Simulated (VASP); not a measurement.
Runs of VASP 6.6.1 on CdSe. The structure is that of space group F-43m (No. 216), or close to it. The cells are those of the table. 

```csv
cell,gap on the mesh (eV),pressure (GPa)
"a = 4.323, b = 4.323, c = 4.305 Å, angles 59.9, 59.9, 90.0°, 2 atoms",(b),0.0
"a = 4.215, b = 4.215, c = 4.284 Å, angles 60.5, 60.5, 90.0°, 2 atoms",0.50,1.9
"a = 4.280, b = 4.280, c = 4.297 Å, angles 60.1, 60.1, 90.0°, 2 atoms",0.49,(a)
"a = 4.344, b = 4.344, c = 4.310 Å, angles 59.7, 59.7, 90.0°, 2 atoms",0.42,-0.4
"a = 4.258, b = 4.258, c = 4.293 Å, angles 60.3, 60.3, 90.0°, 2 atoms",0.49,(c)
```

Alike in all rows: task single point; level PBEsol; potentials or basis VASP PAW PBE potentials, release 64 (Cd, Se); no spin polarisation; k mesh 6 × 6 × 6; cutoff (eV) 520; smearing gaussian 0.01 eV.

Q: Estimate the missing entries.

A: (a) 0.7; (b) 0.45; (c) 1.1.

Caveats: the PAW data sets were made with another functional, which shifts forces and pressure a little.

A k mesh can miss the band edges, and the runs leave out spin-orbit coupling on Cd, Se.
